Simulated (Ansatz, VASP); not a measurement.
**ZnS: VASP beside Ansatz**

```
CELL_PARAMETERS angstrom
0.00000 2.64847 2.64847
2.64847 0.00000 2.64847
2.64847 2.64847 0.00000
ATOMIC_POSITIONS crystal
Zn 0.25000 0.25000 0.25000
S 0.00000 0.00000 0.00000
```

Alike in both runs: functional LDA; k mesh 10 × 10 × 10; occupations gaussian, width 0.02 eV; no spin polarisation.

Ansatz relaxed the structure, and its values are those at the end. VASP's run is a single point on that final structure, the one shown.

```csv
,VASP,Ansatz
version,VASP 6.6.1,Ansatz 0.2.0
potentials or method,"VASP PAW LDA potentials, release 64 (Zn, S), cutoff 500 eV","scalar-relativistic, plane waves, PAW"
valence electrons in the cell,18,18
```

```csv
,VASP,Ansatz,Ansatz less VASP
gap on the k mesh at the Fermi level (eV),2.16,2.13,-0.035
least direct gap on the mesh (eV),2.16,2.13,-0.035
pressure (GPa),0.2,0.0,-0.23
```

LDA's correlation is that of Perdew and Zunger in VASP and of Perdew and Wang (1992) in Ansatz.
